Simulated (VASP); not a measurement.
# AlNi3 in VASP: notebook, part 2 of 2

VASP 6.6.1. The steps go on from the part before.

## Step 4: Single point, PBEsol, collinear spin, ferromagnetic start

This run uses another cell than the first one, of 10.93 Å³/atom.

Contents of INCAR:

```
ALGO = Fast
EDIFF = 1E-6
ENCUT = 520
GGA = PS
ISIF = 2
ISMEAR = 0
ISPIN = 2
LASPH = T
LCHARG = T
LELF = T
LMAXMIX = 4
LORBIT = 11
LREAL = F
LVHAR = T
LWAVE = F
MAGMOM = 0 0.28 0.28 0.28
NBANDS = 28
NELM = 150
PREC = Accurate
SIGMA = 0.1
```

Contents of KPOINTS:

```
k-points
0
Gamma
  12 12 12
```

Contents of POSCAR:

```
AlNi3
1.0
    3.5230547267      0.0000000000      0.0000000000
    0.0000000000      3.5230547267      0.0000000000
    0.0000000000      0.0000000000      3.5230547267
Al Ni
1 3
Direct
    0.0000000000      0.0000000000      0.0000000000
    0.0000000000      0.5000000000      0.5000000000
    0.5000000000      0.0000000000      0.5000000000
    0.5000000000      0.5000000000      0.0000000000
```

Started as:

```
$ cat potpaw_PBE.64/Al/POTCAR potpaw_PBE.64/Ni/POTCAR > POTCAR
$ mpirun -np 1 vasp_std > vasp.out
```

Run time: 2.1 min. Hardware: 1 thread of Intel Xeon Platinum 8488C (Sapphire Rapids), shared host; peak memory 0.27 GiB.

It converged, with:

```yaml
Free_energy: -24.3002 eV
Pressure: -0.6 GPa
Net_moment: 0.66 μB per cell
Site_moments: Al -0.01; Ni +0.23 μB
Valence_electrons_inside_the_program's_atomic_spheres: Al 0.81; Ni 9.46
```

Levels at points of the mesh, in eV from the Fermi level:
Spin up:
| k point | band 15 | band 16 | band 17 | band 18 | band 19 | band 20 |
| --- | --- | --- | --- | --- | --- | --- |
| (0.00, 0.00, 0.00) | -0.04 | -0.04 | 0.87 | 0.87 | 0.87 | 6.73 |
| (0.50, 0.00, 0.00) | -1.06 | -0.49 | -0.04 | 5.66 | 5.66 | 5.67 |
| (0.50, 0.50, 0.00) | -0.99 | -0.98 | -0.58 | 0.90 | 0.90 | 8.30 |
| (0.50, 0.50, 0.50) | -1.09 | -0.25 | -0.23 | -0.23 | -0.23 | 3.62 |
Spin down:
```csv
k point,band 13,band 14,band 15,band 16,band 17,band 18,band 19,band 20
"(0.00, 0.00, 0.00)",0.02,0.34,0.34,0.34,0.85,0.85,0.85,6.82
"(0.50, 0.00, 0.00)",-0.97,-0.97,-0.84,-0.30,0.34,5.71,5.71,5.73
"(0.50, 0.50, 0.00)",-1.15,-1.10,-0.80,-0.63,-0.45,1.16,1.16,8.34
"(0.50, 0.50, 0.50)",-1.16,-0.91,-0.91,-0.26,0.10,0.10,0.10,3.71
```

Caveat: the PAW data sets were made with another functional, which shifts forces and pressure a little.

## Step 5: Relaxation of cell and atoms, PBEsol, collinear spin, ferromagnetic start, target pressure -3 GPa, at which the enthalpy is minimised

This run uses another cell than the first one, of 11.21 Å³/atom.

Contents of INCAR:

```
ALGO = Normal
EDIFF = 1E-7
EDIFFG = -0.008
ENCUT = 600
GGA = PS
IBRION = 2
ISIF = 3
ISMEAR = 0
ISPIN = 2
LASPH = True
LCHARG = False
LMAXMIX = 4
LORBIT = 11
LREAL = False
LWAVE = False
MAGMOM = 0 0.28 0.28 0.28
NELM = 150
NSW = 70
PREC = Accurate
PSTRESS = -30.0
SIGMA = 0.1
```

KPOINTS is that of step 4.

Contents of POSCAR:

```
AlNi3
1.0
    3.5524888123      0.0000000000      0.0000000000
    0.0000000000      3.5524888123      0.0000000000
    0.0000000000      0.0000000000      3.5524888123
Al Ni
1 3
Direct
    0.0000000000      0.0000000000      0.0000000000
    0.0000000000      0.5000000000      0.5000000000
    0.5000000000      0.0000000000      0.5000000000
    0.5000000000      0.5000000000      0.0000000000
```

Started as:

```
$ cat potpaw_PBE.64/Al/POTCAR potpaw_PBE.64/Ni/POTCAR > POTCAR
$ mpirun -np 1 vasp_std > vasp.out
```

It took 9 min on 1 thread of Oxide Virtual Turin-like, shared host; peak memory 0.24 GiB.

Results (log left out):

```
Free energy                                                : -24.2942 eV
Relaxed volume                                             : 11.07 Å³/atom
Relaxed cell                                               : a = 3.537 Å, b = 3.537 Å, c = 3.537 Å, α = 90.00°, β = 90.00°, γ = 90.00°
Space group after relaxing (to 0.1 Å)                      : Pm-3m (No. 221)
Energy change on relaxing (the run minimises the enthalpy) : -3.7 meV/atom
Ionic steps                                                : 3
Pressure after relaxing                                    : -3.0 GPa
Net moment                                                 : 0.67 μB per cell
Site moments                                               : Al -0.01; Ni +0.24 μB
Valence electrons inside the program's atomic spheres      : Al 0.81; Ni 9.43
```

The path:
| step | energy change (eV) | largest force (eV/Å) | pressure (GPa) | volume (Å³) |
| --- | --- | --- | --- | --- |
| 1 | 0.0000 | 0.0000 | -5.33 | 44.83 |
| 2 | -0.0208 | 0.0000 | -0.90 | 43.79 |
| 3 | -0.0149 | 0.0000 | -3.00 | 44.26 |

Final structure:
```
CELL_PARAMETERS angstrom
3.53730 0.00000 0.00000
0.00000 3.53730 0.00000
0.00000 0.00000 3.53730
ATOMIC_POSITIONS crystal
Al 0.00000 0.00000 0.00000
Ni 0.00000 0.50000 0.50000
Ni 0.50000 0.00000 0.50000
Ni 0.50000 0.50000 0.00000
```

Levels at points of the mesh, in eV from the Fermi level:
Spin up:
```
           k point  band 15  band 16  band 17  band 18  band 19  band 20
(0.00, 0.00, 0.00)    -0.05    -0.05     0.87     0.87     0.87     6.66
(0.50, 0.00, 0.00)    -1.05    -0.49    -0.05     5.61     5.61     5.62
(0.50, 0.50, 0.00)    -0.98    -0.96    -0.57     0.88     0.88     8.24
(0.50, 0.50, 0.50)    -1.07    -0.23    -0.23    -0.23    -0.23     3.53
```
Spin down:
```csv
k point,band 12,band 13,band 14,band 15,band 16,band 17,band 18,band 19,band 20
"(0.00, 0.00, 0.00)",-0.37,0.02,0.34,0.34,0.34,0.84,0.84,0.84,6.75
"(0.50, 0.00, 0.00)",-1.02,-0.95,-0.95,-0.83,-0.30,0.34,5.66,5.66,5.68
"(0.50, 0.50, 0.00)",-1.13,-1.13,-1.08,-0.78,-0.62,-0.44,1.15,1.15,8.28
"(0.50, 0.50, 0.50)",-1.14,-1.14,-0.89,-0.89,-0.24,0.10,0.10,0.10,3.63
```

Caveat: the cell is relaxed towards a set pressure, so the run minimises the enthalpy, not the energy; the PAW data sets were made with another functional, which shifts forces and pressure a little.

## Step 6: Single point, PBEsol, collinear spin, ferromagnetic start (biaxial strain in the a-b plane: -3.0 %, then relaxed in part)

Contents of INCAR:

```
PREC     = Accurate       # precision mode
ENCUT    = 520            # plane-wave cutoff, eV
EDIFF    = 1E-6           # SCF threshold, eV
ISMEAR   = 0              # smearing method
SIGMA    = 0.1            # smearing width, eV
LREAL    = F              # projectors in reciprocal space
LASPH    = T              # aspherical terms in the spheres
NELM     = 150            # most SCF steps
ALGO     = Normal         # electronic algorithm
ISIF     = 2              # what is computed and relaxed
LWAVE    = F              # write WAVECAR
LCHARG   = T              # write CHGCAR
ISPIN    = 2              # spin polarisation
MAGMOM   = 0 0.28 0.28 0.28 # initial moments
LORBIT   = 11             # projections on sites
LMAXMIX  = 4              # l up to which the mixer works
GGA      = PS             # functional
LELF     = T              # ELF
LVHAR    = T            
NBANDS   = 28             # bands
```

Contents of KPOINTS:

```
Automatic mesh
0
Gamma
  14 14 14
```

Contents of POSCAR:

```
AlNi3
1.0
    3.4135195398      0.0000000000      0.0000000000
    0.0000000000      3.4135195398      0.0000000000
    0.0000000000      0.0000000000      3.6464392703
Al Ni
1 3
Direct
    0.0000000000      0.0000000000      0.0000000000
    0.0000000000      0.5000000000      0.5000000000
    0.5000000000      0.0000000000      0.5000000000
    0.5000000000      0.5000000000      0.0000000000
```

Potentials or basis: VASP PAW PBE potentials, release 64 (Al, Ni).

Started as:

```
$ cat potpaw_PBE.64/Al/POTCAR potpaw_PBE.64/Ni/POTCAR > POTCAR
$ mpirun -np 1 vasp_std > vasp.out
```

OUTCAR:

```text
PREC = Accurate
   ENCUT = 520
   EDIFF = 1E-6
   ISMEAR = 0
   LREAL = F
   LASPH = T
   NELM = 150
   ISIF = 2
   ISPIN = 2
   LORBIT = 11
   GGA = PS

 ion  position               nearest neighbor table
   1  0.000  0.000  0.000-   4 2.41   4 2.41   4 2.41   4 2.41   3 2.50   2 2.50   3 2.50   2 2.50
                             3 2.50   2 2.50   3 2.50   2 2.50
   2  0.000  0.500  0.500-   3 2.41   3 2.41   3 2.41   3 2.41   4 2.50   1 2.50   1 2.50   1 2.50
                             4 2.50   4 2.50   4 2.50   1 2.50
   3  0.500  0.000  0.500-   2 2.41   2 2.41   2 2.41   2 2.41   4 2.50   1 2.50   4 2.50   4 2.50
                             1 2.50   4 2.50   1 2.50   1 2.50
   4  0.500  0.500  0.000-   1 2.41   1 2.41   1 2.41   1 2.41   3 2.50   2 2.50   3 2.50   3 2.50
                             3 2.50   2 2.50   2 2.50   2 2.50

  LATTYP: Found a simple tetragonal cell.
 ALAT       =     3.4135195398
 C/A-ratio  =     1.0682344799

  Lattice vectors:
[... 1702 lines left out ...]

  FORCE on cell =-STRESS in cart. coord.  units (eV):
  Direction    XX          YY          ZZ          XY          YZ          ZX
  --------------------------------------------------------------------------------------
  -------------------------------------------------------------------------------------
  Total        2.2321494      2.2321494      0.0560823      0.0000000      0.0000000     -0.0000000
  in kB       84.1705310     84.1705310      2.1147679      0.0000000      0.0000000     -0.0000000
  external PRESSURE =      56.8186099 kB  Pullay stress =       0.0000000 kB

 VOLUME and BASIS-vectors are now :
 -----------------------------------------------------------------------------
  energy-cutoff  :      520.00
  volume of cell :       42.49
      direct lattice vectors                 reciprocal lattice vectors
     3.413519540  0.000000000  0.000000000     0.292952769  0.000000000  0.000000000
     0.000000000  3.413519540  0.000000000     0.000000000  0.292952769  0.000000000
     0.000000000  0.000000000  3.646439270     0.000000000  0.000000000  0.274240136

 POSITION                                       TOTAL-FORCE (eV/Angst)
 -----------------------------------------------------------------------------------
      0.00000      0.00000      0.00000         0.000000      0.000000      0.000000
      0.00000      1.70676      1.82322         0.000000      0.000000      0.000000
      1.70676      0.00000      1.82322         0.000000      0.000000      0.000000
      1.70676      1.70676      0.00000         0.000000      0.000000      0.000000
 -----------------------------------------------------------------------------------
    total drift:                                0.000000      0.000000      0.000000

  FREE ENERGIE OF THE ION-ELECTRON SYSTEM (eV)
  ---------------------------------------------------
  free  energy   TOTEN  =       -24.2361929513 eV

  energy  without entropy=      -24.2165621880  energy(sigma->0) =      -24.22637757

 total charge

# of ion       s       p       d       tot
------------------------------------------
    1        0.413   0.418   0.000   0.831
    2        0.523   0.576   8.407   9.506
    3        0.523   0.576   8.407   9.506
    4        0.524   0.577   8.430   9.530
--------------------------------------------------
tot          1.983   2.146  25.243  29.372

 magnetization (x)

# of ion       s       p       d       tot
------------------------------------------
    1       -0.000  -0.006   0.000  -0.006
    2       -0.002  -0.006   0.194   0.187
    3       -0.002  -0.006   0.194   0.187
    4       -0.002  -0.007   0.189   0.180
--------------------------------------------------
tot         -0.006  -0.024   0.578   0.548
```

Wall time 18 min (1 thread of Oxide Virtual Turin-like, shared host); peak memory 0.5 GiB.

Results:

```
Free energy                                           : -24.2362 eV
Pressure                                              : 5.7 GPa
Net moment                                            : 0.53 μB per cell
Site moments                                          : Al -0.01; Ni +0.19, +0.18 (each value once) μB
Valence electrons inside the program's atomic spheres : Al 0.83; Ni 9.51, 9.53 (each value once)
```

Levels at points of the mesh, in eV from the Fermi level:
Spin up:
| k point | band 14 | band 15 | band 16 | band 17 | band 18 | band 19 | band 20 | band 21 |
| --- | --- | --- | --- | --- | --- | --- | --- | --- |
| (0.00, 0.00, 0.00) | -0.08 | -0.08 | -0.06 | 0.20 | 1.38 | 1.38 | 6.17 | 7.34 |
| (0.50, 0.00, 0.00) | -1.11 | -1.05 | -0.57 | -0.08 | 5.07 | 5.35 | 6.25 | 6.27 |
| (0.50, 0.50, 0.00) | -1.16 | -0.86 | -0.85 | -0.54 | 1.15 | 1.15 | 7.91 | 7.91 |
| (0.00, 0.00, 0.50) | -1.10 | -1.08 | -0.33 | 0.21 | 5.76 | 5.76 | 6.05 | 6.05 |
| (0.50, 0.00, 0.50) | -1.19 | -1.04 | -1.03 | -0.60 | 0.89 | 0.91 | 8.56 | 8.91 |
| (0.50, 0.50, 0.50) | -1.28 | -0.92 | -0.28 | -0.26 | -0.14 | -0.14 | 3.84 | 4.09 |
Spin down:
```tsv
k point	band 14	band 15	band 16	band 17	band 18	band 19
(0.00, 0.00, 0.00)	0.00	0.23	0.23	0.50	1.37	1.37
(0.50, 0.00, 0.00)	-0.99	-0.87	-0.43	0.23	5.13	5.41
(0.50, 0.50, 0.00)	-1.07	-0.71	-0.57	-0.44	1.35	1.35
(0.00, 0.00, 0.50)	-0.88	-0.88	-0.17	0.50	5.80	5.80
(0.50, 0.00, 0.50)	-1.06	-0.90	-0.75	-0.50	1.09	1.11
(0.50, 0.50, 0.50)	-1.14	-0.78	-0.29	0.00	0.12	0.12
```

Caveat: the cell differs from its parent crystal (biaxial strain in the a-b plane: -3.0 %, then relaxed in part); the cell stands under pressure; the PAW data sets were made with another functional, which shifts forces and pressure a little.

## Step 7: Overview

| task | cell | k mesh | cutoff (eV) | gap on the mesh (eV) | pressure (GPa) | moment (μB) |
| --- | --- | --- | --- | --- | --- | --- |
| single point | a = 3.484 Å, 4 atoms | 12 × 12 × 12 | 520 | none | 6.7 | 0.63 |
| single point | a = 3.519 Å, 4 atoms | 12 × 12 × 12 | 520 | none | 0.1 | 0.66 |
| single point | a = 3.523 Å, 4 atoms | 12 × 12 × 12 | 520 | none | -0.6 | 0.66 |
| relaxation of cell and atoms | relaxed to -3 GPa from a = 3.552 Å, 4 atoms | 12 × 12 × 12 | 600 | none | -3.0 | 0.67 |
| single point | a = 3.414, b = 3.414, c = 3.646 Å, 4 atoms | 14 × 14 × 14 | 520 | none | 5.7 | 0.53 |

Alike in all rows: level PBEsol; potentials or basis VASP PAW PBE potentials, release 64 (Al, Ni); spin collinear, ferromagnetic start; smearing gaussian 0.1 eV.

Caveats: the PAW data sets were made with another functional, which shifts forces and pressure a little; the cell stands under pressure (at least some runs); the cell is relaxed towards a set pressure, so the run minimises the enthalpy, not the energy (at least some runs).

Absolute energies hang on the potentials; compare differences alone.
